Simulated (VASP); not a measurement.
# MgCd2SO2 (P4/mmm) in VASP: a series of runs, part 2 of 2

VASP 6.6.1. Earlier steps stand in the parts before.

## 3. Single point, PBE

This run uses another cell than the first one, of 16.58 Å³/atom, 1.037 times its volume.

Input file INCAR:

```
SYSTEM = MgCd2SO2
PREC = Accurate ; ENCUT = 520
EDIFF = 1E-6 ; ISMEAR = 0
SIGMA = 0.1 ; LREAL = .False.
LASPH = .True. ; NELM = 100
ALGO = Normal ; ISIF = 2
LWAVE = .False. ; LCHARG = .True.
GGA = PE ; LELF = .True.
LVHAR = .True. ; NBANDS = 31
```

Input file KPOINTS:

```
regular mesh
0
Gamma
  4 4 4
  0 0 0
```

Input file POSCAR:

```
MgCd2SO2
1.0
    4.2778421351      0.0000000000      0.0000000000
    0.0000000000      4.2778421351      0.0000000000
    0.0000000000      0.0000000000      5.4363105813
Mg Cd S O
1 2 1 2
Direct
    0.0000000000      0.0000000000      0.5000000000
    0.5000000000      0.5000000000      0.7461765918
    0.5000000000      0.5000000000      0.2538234082
    0.0000000000      0.0000000000      0.0000000000
    0.5000000000      0.0000000000      0.0000000000
    0.0000000000      0.5000000000      0.0000000000
```

Potentials or basis: VASP PAW PBE potentials, release 64 (Mg, Cd, S, O).

The run is started by

```bash
cat potpaw_PBE.64/Mg/POTCAR potpaw_PBE.64/Cd/POTCAR potpaw_PBE.64/S/POTCAR potpaw_PBE.64/O/POTCAR > POTCAR
mpirun -np 1 vasp_std > vasp.out
```

OUTCAR:

```text
SYSTEM = MgCd2SO2
   PREC = Accurate
   ENCUT = 520
   EDIFF = 1E-6
   ISMEAR = 0
   LREAL = .False.
   LASPH = .True.
   NELM = 100
   ISIF = 2
   GGA = PE

 ion  position               nearest neighbor table
   1  0.000  0.000  0.500-   4 2.72   4 2.72   2 3.31   3 3.31   2 3.31   3 3.31   2 3.31   3 3.31
                             2 3.31   3 3.31
   2  0.500  0.500  0.746-   5 2.55   6 2.55   5 2.55   6 2.55   3 2.68   3 2.76   1 3.31   1 3.31
                             1 3.31   1 3.31
   3  0.500  0.500  0.254-   5 2.55   6 2.55   5 2.55   6 2.55   2 2.68   2 2.76   1 3.31   1 3.31
                             1 3.31   1 3.31
   4  0.000  0.000  0.000-   5 2.14   6 2.14   6 2.14   5 2.14   1 2.72   1 2.72
   5  0.500  0.000  0.000-   4 2.14   4 2.14   2 2.55   2 2.55   3 2.55   3 2.55
   6  0.000  0.500  0.000-   4 2.14   4 2.14   2 2.55   3 2.55   2 2.55   3 2.55

  LATTYP: Found a simple tetragonal cell.
 ALAT       =     4.2778421351
 C/A-ratio  =     1.2708067314

  Lattice vectors:

 A1 = (   4.2778421351,   0.0000000000,   0.0000000000)
 A2 = (   0.0000000000,   4.2778421351,   0.0000000000)
 A3 = (   0.0000000000,   0.0000000000,   5.4363105813)

Analysis of symmetry for initial positions (statically):
=====================================================================
 Subroutine PRICEL returns:
 Original cell was already a primitive cell.

 Routine SETGRP: Setting up the symmetry group for a
 simple tetragonal supercell.

 Subroutine GETGRP returns: Found 16 space group operations
 (whereof 16 operations were pure point group operations)
 out of a pool of 16 trial point group operations.

The static configuration has the point symmetry D_4h.

Analysis of symmetry for dynamics (positions and initial velocities):
=====================================================================
 Subroutine PRICEL returns:
 Original cell was already a primitive cell.

 Routine SETGRP: Setting up the symmetry group for a
 simple tetragonal supercell.

 Subroutine GETGRP returns: Found 16 space group operations
 (whereof 16 operations were pure point group operations)
 out of a pool of 16 trial point group operations.

The dynamic configuration has the point symmetry D_4h.

 Subroutine INISYM returns: Found 16 space group operations
 (whereof 16 operations are pure point group operations),
 and found     1 'primitive' translations

----------------------------------------------------------------------------------------

                                     Primitive cell

  volume of cell :      99.4841

  direct lattice vectors                    reciprocal lattice vectors
     4.277842135  0.000000000  0.000000000     0.233762717  0.000000000  0.000000000
     0.000000000  4.277842135  0.000000000     0.000000000  0.233762717  0.000000000
     0.000000000  0.000000000  5.436310581     0.000000000  0.000000000  0.183948283

  length of vectors
     4.277842135  4.277842135  5.436310581     0.233762717  0.233762717  0.183948283

  position of ions in fractional coordinates (direct lattice)
     0.000000000  0.000000000  0.500000000
     0.500000000  0.500000000  0.746176592
     0.500000000  0.500000000  0.253823408
     0.000000000  0.000000000  0.000000000
     0.500000000  0.000000000  0.000000000
     0.000000000  0.500000000  0.000000000

[... 38 lines left out ...]
  0.250000  0.000000  0.000000      4.000000
  0.500000  0.000000  0.000000      2.000000
  0.250000  0.250000  0.000000      4.000000
  0.500000  0.250000  0.000000      4.000000
  0.500000  0.500000  0.000000      1.000000
[... 10 lines left out ...]
  0.500000  0.250000  0.500000      4.000000
  0.500000  0.500000  0.500000      1.000000
   k-points           NKPTS =     18   k-points in BZ     NKDIM =     18   number of bands    NBANDS=     31
   number of dos      NEDOS =    301   number of ions     NIONS =      6
   total plane-waves  NPLWV =  40960
   dimension x,y,z NGX =    32 NGY =   32 NGZ =   40
   dimension x,y,z NGXF=    64 NGYF=   64 NGZF=   80
   ions per type =               1   2   1   2
   NGX,Y,Z   is equivalent  to a cutoff of  12.44, 12.44, 12.23 a.u.
   NGXF,Y,Z  is equivalent  to a cutoff of  24.87, 24.87, 24.46 a.u.
 SYSTEM =  MgCd2SO2
   PREC   = accura    normal or accurate (medium, high low for compatibility)
   ISTART =      0    job   : 0-new  1-cont  2-samecut
   ICHARG =      2    charge: 1-file 2-atom 10-const
   ISPIN  =      1    spin polarized calculation?
   LNONCOLLINEAR =      F non collinear calculations
   LSORBIT =      F    spin-orbit coupling
   LASPH  =      T    aspherical Exc in radial PAW
   ENCUT  =  520.0 eV  38.22 Ry    6.18 a.u.   7.95  7.95 10.11*2*pi/ulx,y,z
   NELM   =    100;   NELMIN=  2; NELMDL= -5     # of ELM steps
   EDIFF  = 0.1E-05   stopping-criterion for ELM
   LREAL  =      F    real-space projection
   EDIFFG = 0.1E-04   stopping-criterion for IOM
   NSW    =      0    number of steps for IOM
   IBRION =     -1    ionic relax: 0-MD 1-quasi-New 2-CG
   NFREE  =      0    steps in history (QN), initial steepest desc. (CG)
   ISIF   =      2    stress and relaxation
   ISYM   =      2    0-nonsym 1-usesym 2-fastsym
   POTIM  = 0.5000    time-step for ionic-motion
   TEBEG  =    0.0;   TEEND  =   0.0 temperature during run
   PSTRESS=    0.0 pullay stress
   NELECT =      44.0000    total number of electrons
   NUPDOWN=      -1.0000    fix difference up-down
   EMIN   =  10.00;   EMAX   =-10.00  energy-range for DOS
   EFERMI =   0.00;   METHOD = LEGACY
   ISMEAR =     0;   SIGMA  =   0.10  broadening in eV -4-tet -1-fermi 0-gaus
   EFERMI_NEDOS =   21; number of points for ismear=-14 and -15
   IALGO  =     38    algorithm
   IMIX   =      4    mixing-type and parameters
     AMIX     =   0.40;   BMIX     =  1.00
     AMIX_MAG =   1.60;   BMIX_MAG =  1.00
  volume/ion in A,a.u.               =      16.58       111.89
  Fermi-wavevector in a.u.,A,eV,Ry     =   1.247310  2.357074 21.167709  1.555783
  Thomas-Fermi vector in A             =   2.381448
   LORBIT       =      0    0 simple, 1 ext, 2 COOP (PROOUT), +10 PAW based schemes
   GGA     = PE    functional components
   LHFCALC =     F    Hartree Fock is set to
   AEXX    =    0.0000 exact exchange contribution
   IVDW    =     0    specifies the selected vdW correction
   LEPSILON=     F    determine dielectric tensor
   LRPA    =     F    only Hartree local field effects (RPA)
 non-spin polarized calculation
 Gauss-broadening in eV      SIGMA  =   0.10
  energy-cutoff  :      520.00
  volume of cell :       99.48
 maximum number of plane-waves:      2728
 NGX is ok and might be reduce to    32
   NGX = 15   NGY = 15   NGZ = 21

 number of electron      43.9999990 magnetization

 Free energy of the ion-electron system (eV)
  ---------------------------------------------------
  ext. energy  EPLUGINS =         0.00000000
  ---------------------------------------------------
  free energy    TOTEN  =       -18.18113821 eV

  energy without entropy =      -18.17126652  energy(sigma->0) =      -18.17620237

 E-fermi :   3.9821     XC(G=0): -10.3190

 val. band max:        3.8392996032   @ k =   0.2500   0.0000   0.0000
 cond. band min:       4.0268213064   @ k =   0.2500   0.0000   0.2500
 fundamental gap:      0.1875217031
 Fermi energy:         3.9821118649

 k-point     1 :       0.0000    0.0000    0.0000
  band No.  band energies     occupation
      1     -15.6029      2.00000
      2     -14.1578      2.00000
      3      -7.6041      2.00000
      4      -6.3103      2.00000
      5      -5.9129      2.00000
      6      -5.9129      2.00000
[... 601 lines left out ...]
     30       8.8529      0.00000
     31      12.3268      0.00000

------------------------ aborting loop because EDIFF is reached ----------------------------------------

  FORCE on cell =-STRESS in cart. coord.  units (eV):
  Direction    XX          YY          ZZ          XY          YZ          ZX
  --------------------------------------------------------------------------------------
  -------------------------------------------------------------------------------------
  Total        0.1573430      0.1573430      0.2973226      0.0000000      0.0000000      0.0000000
  in kB        2.5339866      2.5339866      4.7883371      0.0000000      0.0000000      0.0000000
  external PRESSURE =       3.2854368 kB  Pullay stress =       0.0000000 kB

 VOLUME and BASIS-vectors are now :
 -----------------------------------------------------------------------------
  energy-cutoff  :      520.00
  volume of cell :       99.48
      direct lattice vectors                 reciprocal lattice vectors
     4.277842135  0.000000000  0.000000000     0.233762717  0.000000000  0.000000000
     0.000000000  4.277842135  0.000000000     0.000000000  0.233762717  0.000000000
     0.000000000  0.000000000  5.436310581     0.000000000  0.000000000  0.183948283

 POSITION                                       TOTAL-FORCE (eV/Angst)
 -----------------------------------------------------------------------------------
      0.00000      0.00000      2.71816         0.000000      0.000000      0.000000
      2.13892      2.13892      4.05645         0.000000     -0.000000     -0.029069
      2.13892      2.13892      1.37986         0.000000      0.000000      0.029069
      0.00000      0.00000      0.00000         0.000000      0.000000      0.000000
      2.13892      0.00000      0.00000         0.000000      0.000000      0.000000
      0.00000      2.13892      0.00000         0.000000      0.000000      0.000000
 -----------------------------------------------------------------------------------
    total drift:                                0.000000     -0.000000     -0.000000

  FREE ENERGIE OF THE ION-ELECTRON SYSTEM (eV)
  ---------------------------------------------------
  free  energy   TOTEN  =       -18.1811382132 eV

  energy  without entropy=      -18.1712665174  energy(sigma->0) =      -18.17620237
```

It took 21 s on 1 thread of AMD EPYC 9R45 (Zen 5), shared host; peak memory 0.19 GiB.

What came out:

```yaml
Free_energy: -18.1811 eV
Pressure: 0.3 GPa
Largest_force: 0.029 eV/Å
Band_gap_on_the_k_mesh: zero (band 22 reaches 4.76 eV, above the bottom of band 23 at 2.21 eV)
```

Forces on the atoms (eV/Å):
```
Mg   0.000  0.000  0.000
Cd   0.000  0.000 -0.029
Cd   0.000  0.000  0.029
S    0.000  0.000  0.000
O    0.000  0.000  0.000
O    0.000  0.000  0.000
```

Stress tensor (GPa, compression positive):
```
0.25 0.00 0.00
0.00 0.25 0.00
0.00 0.00 0.48
```

Caveat: the k points lie up to 0.37 Å⁻¹ apart.

## 4. Relaxation of cell and atoms, PBE

Input file INCAR:

```
ALGO = Normal
EDIFF = 1E-6
EDIFFG = -0.04
ENCUT = 600
GGA = PE
IBRION = 2
ISIF = 3
ISMEAR = 0
LASPH = True
LCHARG = False
LREAL = False
LWAVE = False
NELM = 80
NSW = 90
PREC = Accurate
SIGMA = 0.1
```

Input file KPOINTS:

```
k-points
0
Gamma
  4 4 4
```

Input file POSCAR:

```
MgCd2SO2
1.0
    4.2087846600      0.0000000000      0.0000000000
    0.0000000000      4.2087846600      0.0000000000
    0.0000000000      0.0000000000      5.4158425100
Mg Cd S O
1 2 1 2
Direct
    0.0000000000      0.0000000000      0.5000000000
    0.5000000000      0.5000000000      0.7223759900
    0.5000000000      0.5000000000      0.2776240100
    0.0000000000      0.0000000000      0.0000000000
    0.5000000000      0.0000000000      0.0000000000
    0.0000000000      0.5000000000      0.0000000000
```

The run is started by

```bash
cat potpaw_PBE.64/Mg/POTCAR potpaw_PBE.64/Cd/POTCAR potpaw_PBE.64/S/POTCAR potpaw_PBE.64/O/POTCAR > POTCAR
mpirun -np 1 vasp_std > vasp.out
```

Wall time 1.7 min (1 thread of AMD EPYC 9R45 (Zen 5), shared host); peak memory 0.25 GiB.

The run converged. Its results:

```
Free energy                            : -18.1803 eV
Relaxed volume                         : 16.65 Å³/atom
Relaxed cell                           : a = 4.281 Å, b = 4.281 Å, c = 5.449 Å, α = 90.00°, β = 90.00°, γ = 90.00°
Space group after relaxing (to 0.05 Å) : P4/mmm (No. 123)
Energy gained by relaxing              : 68.7 meV/atom
Ionic steps                            : 7
Pressure after relaxing                : -0.1 GPa
Largest force after relaxing           : 0.004 eV/Å
Band gap on the k mesh                 : zero (band 22 reaches 4.73 eV, above the bottom of band 23 at 2.19 eV)
```

Forces on the atoms (eV/Å):
```
Mg   0.000  0.000  0.000
Cd   0.000  0.000  0.004
Cd   0.000  0.000 -0.004
S    0.000  0.000  0.000
O    0.000  0.000  0.000
O    0.000  0.000  0.000
```

Step by step:
```
step  energy change (eV)  largest force (eV/Å)  pressure (GPa)  volume (Å³)
   1              0.0000                3.2700            3.56        95.94
   2             -0.3717                0.4671           -0.55       100.95
   3             -0.3940                0.1088           -0.11        99.77
   4             -0.3940                0.0668           -0.15        99.85
   5             -0.4093                0.0761            0.02        99.77
   6             -0.4108                0.1388            0.09        99.73
   7             -0.4120                0.0036           -0.06        99.87
```

Final structure:
```
CELL_PARAMETERS angstrom
4.28107 0.00000 0.00000
0.00000 4.28107 0.00000
0.00000 0.00000 5.44944
ATOMIC_POSITIONS crystal
Mg 0.00000 0.00000 0.50000
Cd 0.50000 0.50000 0.74600
Cd 0.50000 0.50000 0.25400
S 0.00000 0.00000 0.00000
O 0.50000 0.00000 0.00000
O 0.00000 0.50000 0.00000
```

Levels at points of the mesh, in eV from the Fermi level:
| k point | band 19 | band 20 | band 21 | band 22 | band 23 | band 24 | band 25 | band 26 |
| --- | --- | --- | --- | --- | --- | --- | --- | --- |
| (0.00, 0.00, 0.00) | -3.38 | -2.80 | -1.38 | 0.79 | 2.66 | 2.66 | 3.02 | 3.51 |
| (0.50, 0.00, 0.00) | -3.15 | -2.66 | -2.26 | -1.94 | -0.50 | 2.45 | 3.29 | 3.32 |
| (0.50, 0.50, 0.00) | -2.45 | -2.16 | -1.94 | -1.94 | -1.75 | 0.23 | 0.23 | 0.24 |
| (0.00, 0.00, 0.50) | -2.83 | -2.82 | -1.81 | -1.66 | 1.74 | 1.74 | 3.69 | 3.69 |
| (0.50, 0.00, 0.50) | -2.60 | -2.14 | -2.08 | -0.52 | 0.18 | 1.04 | 2.52 | 3.49 |
| (0.50, 0.50, 0.50) | -3.36 | -2.45 | -1.58 | -1.45 | -1.45 | 0.77 | 0.77 | 2.25 |

Caveat: the k points lie up to 0.37 Å⁻¹ apart in the final cell.

## 5. Single point, PBE, collinear spin, ferromagnetic start

Input file INCAR:

```
SYSTEM = MgCd2SO2
PREC = Accurate
ENCUT = 520
EDIFF = 1E-6
ISMEAR = 0
SIGMA = 0.1
LREAL = .False.
LASPH = .True.
NELM = 150
ALGO = Normal
ISIF = 2
LWAVE = .False.
LCHARG = .False.
ISPIN = 2
MAGMOM = 0 0 0 0 1 1
LORBIT = 11
GGA = PE
NBANDS = 35
```

Input file KPOINTS:

```
regular mesh
0
Gamma
  4 4 4
  0 0 0
```

POSCAR is that of step 4.

The run is started by

```bash
cat potpaw_PBE.64/Mg/POTCAR potpaw_PBE.64/Cd/POTCAR potpaw_PBE.64/S/POTCAR potpaw_PBE.64/O/POTCAR > POTCAR
mpirun -np 1 vasp_std > vasp.out
```

Run time: 46 s. Hardware: 1 thread of AMD EPYC 9R45 (Zen 5), shared host; peak memory 0.24 GiB.

The run converged. Its results:

```yaml
Free_energy: -17.7656 eV
Pressure: 3.7 GPa
Largest_force: 3.269 eV/Å
Band_gap_on_the_k_mesh: zero (filled and empty bands overlap)
Net_moment: 0.00 μB per cell
Valence_electrons_inside_the_program's_atomic_spheres: Mg 0.31; Cd 10.31; S 3.48; O 4.85
```

Forces in eV/Å, atoms in the order of the input:
```
Mg   0.000  0.000  0.000
Cd   0.000  0.000  3.269
Cd   0.000  0.000 -3.269
S    0.000  0.000  0.000
O    0.000  0.000  0.000
O    0.000  0.000  0.000
```

Stress tensor (GPa, compression positive):
```
2.44 0.00 0.00
0.00 2.44 0.00
0.00 0.00 6.11
```

Levels at points of the mesh, in eV from the Fermi level:
Spin up:
| k point | band 20 | band 21 | band 22 | band 23 | band 24 | band 25 |
| --- | --- | --- | --- | --- | --- | --- |
| (0.00, 0.00, 0.00) | -2.73 | -1.13 | 1.43 | 2.62 | 2.62 | 3.24 |
| (0.50, 0.00, 0.00) | -2.63 | -2.22 | -1.71 | -0.11 | 2.65 | 3.81 |
| (0.50, 0.50, 0.00) | -2.22 | -1.82 | -1.82 | -1.46 | 0.21 | 0.21 |
| (0.00, 0.00, 0.50) | -2.76 | -1.46 | -1.41 | 1.59 | 1.59 | 4.25 |
| (0.50, 0.00, 0.50) | -2.23 | -1.92 | -0.12 | 0.07 | 1.38 | 2.55 |
| (0.50, 0.50, 0.50) | -2.22 | -1.24 | -1.11 | -1.11 | 0.64 | 0.64 |
Spin down:
```csv
k point,band 20,band 21,band 22,band 23,band 24,band 25
"(0.00, 0.00, 0.00)",-2.73,-1.13,1.43,2.62,2.62,3.24
"(0.50, 0.00, 0.00)",-2.63,-2.22,-1.71,-0.11,2.65,3.81
"(0.50, 0.50, 0.00)",-2.22,-1.82,-1.82,-1.46,0.21,0.21
"(0.00, 0.00, 0.50)",-2.76,-1.46,-1.41,1.59,1.59,4.25
"(0.50, 0.00, 0.50)",-2.23,-1.92,-0.12,0.07,1.38,2.55
"(0.50, 0.50, 0.50)",-2.22,-1.24,-1.11,-1.11,0.64,0.64
```

Caveat: the k points lie up to 0.37 Å⁻¹ apart; forces of over 1 eV/Å act on the atoms, so gaps and moduli don't describe the material at rest.

## 6. Summary

```csv
task,spin,cell,cutoff (eV),gap on the mesh (eV),pressure (GPa),largest force (eV/Å)
single point,off,"a = 4.209, b = 4.209, c = 5.416 Å, 6 atoms",520,none,3.7,3.27
single point,off,"a = 4.278, b = 4.278, c = 5.436 Å, 6 atoms",520,none,0.3,0.03
relaxation of cell and atoms,off,"relaxed from a = 4.209, b = 4.209, c = 5.416 Å, 6 atoms",600,none,-0.1,-
single point,"collinear, ferromagnetic start","a = 4.209, b = 4.209, c = 5.416 Å, 6 atoms",520,none,3.7,3.27
```

Alike in all rows: level PBE; potentials or basis VASP PAW PBE potentials, release 64 (Mg, Cd, S, O); k mesh 4 × 4 × 4; smearing gaussian 0.1 eV.

Caveats: all runs use coarse meshes; forces of over 1 eV/Å act on the atoms, so gaps and moduli don't describe the material at rest (some runs).

Absolute energies hang on the potentials; compare differences alone.
